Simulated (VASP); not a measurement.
Zn: single point with PBEsol

Crystal: Zn.

```xyz
1
Lattice="2.5641 0.0000 0.0000 0.0000 2.5641 0.0000 0.0000 0.0000 2.5641" Properties=species:S:1:pos:R:3 pbc="T T T"
Zn    0.0000    0.0000    0.0000
```

| Item | Value |
| --- | --- |
| Program | VASP 6.6.1 |
| Task | single point |
| Functional | PBEsol |
| Potentials or basis | VASP PAW PBE potentials, release 64 (Zn) |
| Cutoff | 500 eV |
| k mesh | 17 × 17 × 17 |
| Occupations | gaussian, width 0.05 eV |
| Spin | no spin polarisation |

```json
{"Pressure": "0.4 GPa", "Band gap on the k mesh": "zero (band 6 reaches 7.27 eV, above the bottom of band 7 at -0.16 eV)"}
```

Levels at points of the mesh, in eV from the Fermi level:
```
           k point  band 3  band 4  band 5  band 6  band 7  band 8  band 9  band 10
(0.00, 0.00, 0.00)   -8.07   -6.74   -6.74   -6.74   12.86   12.86   12.86    15.83
```

Run time: 16 s on 1 thread of Intel(R) Xeon(R) 6975P-C (Granite Rapids), on a shared host, peak memory 0.14 GiB.

Caveat: the PAW data sets were made with another functional, which shifts forces and pressure a little.
